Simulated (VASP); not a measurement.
# HfC (Fm-3m) in VASP: notebook, part 2 of 2

VASP 6.6.1. Earlier steps stand in the parts before.

## Step 4: Single point, LDA, collinear spin

INCAR reads:

```
SYSTEM = HfC
PREC = Accurate
ENCUT = 520
EDIFF = 1E-6
ISMEAR = -1
SIGMA = 0.03
LREAL = .False.
LASPH = .True.
NELM = 150
ALGO = Normal
ISIF = 2
LWAVE = .False.
LCHARG = .True.
ISPIN = 2
MAGMOM = 0.6 0
LORBIT = 11
LMAXMIX = 4
LELF = .True.
LVHAR = .True.
NBANDS = 18
```

KPOINTS reads:

```
Automatic mesh
0
Gamma
  14 14 14
  0 0 0
```

POSCAR reads:

```
HfC
1.0
    0.0000000000      2.3250000000      2.3250000000
    2.3250000000      0.0000000000      2.3250000000
    2.3250000000      2.3250000000      0.0000000000
Hf C
1 1
Direct
    0.5000000000      0.5000000000      0.5000000000
    0.0000000000      0.0000000000      0.0000000000
```

Potentials or basis: VASP PAW LDA potentials, release 64 (Hf_pv, C).

Launch:

```bash
> cat potpaw_LDA.64/Hf_pv/POTCAR potpaw_LDA.64/C/POTCAR > POTCAR
> mpirun -np 1 vasp_std > vasp.out
```

OUTCAR:

```text
SYSTEM = HfC
   PREC = Accurate
   ENCUT = 520
   EDIFF = 1E-6
   ISMEAR = -1
   LREAL = .False.
   LASPH = .True.
   NELM = 150
   ISIF = 2
   ISPIN = 2
   LORBIT = 11

 ion  position               nearest neighbor table
   1  0.500  0.500  0.500-   2 2.33   2 2.33   2 2.33   2 2.33   2 2.33   2 2.33
   2  0.000  0.000  0.000-   1 2.33   1 2.33   1 2.33   1 2.33   1 2.33   1 2.33

  LATTYP: Found a face centered cubic cell.
 ALAT       =     4.6500000000

  Lattice vectors:

 A1 = (   0.0000000000,   2.3250000000,   2.3250000000)
 A2 = (   2.3250000000,   0.0000000000,   2.3250000000)
 A3 = (   2.3250000000,   2.3250000000,   0.0000000000)

Analysis of symmetry for initial positions (statically):
=====================================================================
 Subroutine PRICEL returns:
 Original cell was already a primitive cell.

 Routine SETGRP: Setting up the symmetry group for a
 face centered cubic supercell.

 Subroutine GETGRP returns: Found 48 space group operations
 (whereof 48 operations were pure point group operations)
 out of a pool of 48 trial point group operations.
[... 1196 lines left out ...]
     17      23.4714      0.00000
     18      26.1580      0.00000

 [... further k-points ...]

------------------------ aborting loop because EDIFF is reached ----------------------------------------

  FORCE on cell =-STRESS in cart. coord.  units (eV):
  Direction    XX          YY          ZZ          XY          YZ          ZX
  --------------------------------------------------------------------------------------
  -------------------------------------------------------------------------------------
  Total       -1.8223741     -1.8223741     -1.8223741      0.0000000      0.0000000     -0.0000000
  in kB     -116.1580355   -116.1580355   -116.1580355      0.0000000      0.0000000     -0.0000000
  external PRESSURE =    -116.1580355 kB  Pullay stress =       0.0000000 kB

 VOLUME and BASIS-vectors are now :
 -----------------------------------------------------------------------------
  energy-cutoff  :      520.00
  volume of cell :       25.14
      direct lattice vectors                 reciprocal lattice vectors
     0.000000000  2.325000000  2.325000000    -0.215053763  0.215053763  0.215053763
     2.325000000  0.000000000  2.325000000     0.215053763 -0.215053763  0.215053763
     2.325000000  2.325000000  0.000000000     0.215053763  0.215053763 -0.215053763

 POSITION                                       TOTAL-FORCE (eV/Angst)
 -----------------------------------------------------------------------------------
      2.32500      2.32500      2.32500        -0.000000      0.000000      0.000000
      0.00000      0.00000      0.00000         0.000000     -0.000000     -0.000000
 -----------------------------------------------------------------------------------
    total drift:                                0.000000     -0.000000      0.000000

  FREE ENERGIE OF THE ION-ELECTRON SYSTEM (eV)
  ---------------------------------------------------
  free  energy   TOTEN  =       -22.8509844902 eV

  energy  without entropy=      -22.8500020629  energy(sigma->0) =      -22.85049328

 total charge

# of ion       s       p       d       tot
------------------------------------------
    1        0.312   6.625   1.697   8.635
    2        0.864   1.509   0.000   2.372
--------------------------------------------------
tot          1.176   8.133   1.697  11.007

 magnetization (x)

# of ion       s       p       d       tot
------------------------------------------
    1        0.000  -0.000  -0.000  -0.000
    2       -0.000   0.000   0.000   0.000
--------------------------------------------------
tot         -0.000   0.000  -0.000  -0.000
```

OSZICAR:

```text
N       E                     dE             d eps       ncg     rms          rms(c)
DAV:   1     0.262855727500E+02    0.26286E+02   -0.70062E+03  7504   0.731E+02
DAV:   2    -0.244616124424E+02   -0.50747E+02   -0.47824E+02  9826   0.183E+02
DAV:   3    -0.259922449679E+02   -0.15306E+01   -0.15195E+01  8704   0.223E+01
DAV:   4    -0.259975621542E+02   -0.53172E-02   -0.53165E-02  8850   0.159E+00
DAV:   5    -0.259975769737E+02   -0.14820E-04   -0.14819E-04  8346   0.827E-02    0.583E+01
DAV:   6    -0.229784862872E+02    0.30191E+01   -0.11141E+01  7874   0.142E+01    0.417E+01
DAV:   7    -0.228807849263E+02    0.97701E-01   -0.55972E-01  7840   0.428E+00    0.253E+01
DAV:   8    -0.228666662361E+02    0.14119E-01   -0.87080E-02  8060   0.181E+00    0.641E+00
DAV:   9    -0.228536903940E+02    0.12976E-01   -0.11775E-02  7988   0.588E-01    0.700E-01
DAV:  10    -0.228512999691E+02    0.23904E-02   -0.13239E-03  8284   0.228E-01    0.112E+00
DAV:  11    -0.228511072171E+02    0.19275E-03   -0.17711E-04  8064   0.891E-02    0.270E-01
DAV:  12    -0.228509858311E+02    0.12139E-03   -0.22065E-05  8022   0.297E-02    0.330E-02
DAV:  13    -0.228509846463E+02    0.11847E-05   -0.18535E-06  6682   0.892E-03    0.104E-02
DAV:  14    -0.228509844902E+02    0.15616E-06   -0.44645E-07  4184   0.483E-03
   1 F= -.22850984E+02 E0= -.22850493E+02  d E =-.982427E-03  mag=    -0.0000
```

stdout:

```text
POSCAR found type information on POSCAR HfC
 POSCAR found :  2 types and       2 ions
 scaLAPACK will be used
 LDA part: xc-table for (Slater(with rela. corr.)+CA(PZ))
 , standard interpolation
 POSCAR, INCAR and KPOINTS ok, starting setup
 FFT: planning ... GRIDC
 FFT: planning ... GRID_SOFT
 FFT: planning ... GRID
 WAVECAR not read
 entering main loop
```

Run time: 79 s. Hardware: 1 thread of Intel Xeon 8259CL, shared host; peak memory 0.19 GiB.

Results:

```yaml
Free_energy: -22.8510 eV
Pressure: -11.6 GPa
Band_gap_on_the_k_mesh: zero (filled and empty bands overlap)
Net_moment: 0.00 μB per cell
Valence_electrons_inside_the_program's_atomic_spheres: Hf 8.63; C 2.37
```

Caveat: the cell stands under tension; spin-orbit coupling is left out, which moves the levels of the heavy elements.

## Step 5: Single point, LDA, collinear spin

INCAR reads:

```
SYSTEM = HfC
PREC = Accurate ; ENCUT = 520
EDIFF = 1E-6 ; ISMEAR = -1
SIGMA = 0.03 ; LREAL = .FALSE.
LASPH = .TRUE. ; NELM = 150
ALGO = Normal ; ISIF = 2
LWAVE = .FALSE. ; LCHARG = .FALSE.
ISPIN = 2 ; MAGMOM = 0.05 0
LORBIT = 11 ; NUPDOWN = 0.05
LMAXMIX = 4 ; NBANDS = 18
```

KPOINTS reads:

```
regular mesh
0
G
  14 14 14
  0 0 0
```

POSCAR is that of step 4.

Launch:

```bash
> cat potpaw_LDA.64/Hf_pv/POTCAR potpaw_LDA.64/C/POTCAR > POTCAR
> mpirun -np 1 vasp_std > vasp.out
```

It took 82 s on 1 thread of Intel Xeon 8259CL, shared host; peak memory 0.19 GiB.

The run converged. Its results:

| Property | Result |
| --- | --- |
| Free energy | -22.8475 eV |
| Pressure | -11.6 GPa |
| Net moment | 0.05 μB per cell |
| Site moments | Hf +0.01; C +0.02 μB |
| Valence electrons inside the program's atomic spheres | Hf 8.63; C 2.37 |

Caveat: the cell stands under tension; spin-orbit coupling is left out, which moves the levels of the heavy elements; the total moment is fixed, so each spin has its own Fermi level.

## Step 6: Summary

| spin | fixed moment (μB) | pressure (GPa) | moment (μB) |
| --- | --- | --- | --- |
| collinear, zero start | 0.0 | -11.7 | 0.00 |
| collinear | - | -11.6 | 0.00 |
| collinear | 0.05 | -11.6 | 0.05 |

Alike in all rows: task single point; level LDA; potentials or basis VASP PAW LDA potentials, release 64 (Hf_pv, C); cell as given; k mesh 14 × 14 × 14; cutoff (eV) 520; smearing fermi-dirac 0.03 eV.

Caveats: the cell stands under tension; spin-orbit coupling is left out, which moves the levels of the heavy elements; the total moment is fixed, so each spin has its own Fermi level (at least some runs).

Absolute energies hang on the potentials; compare differences alone.
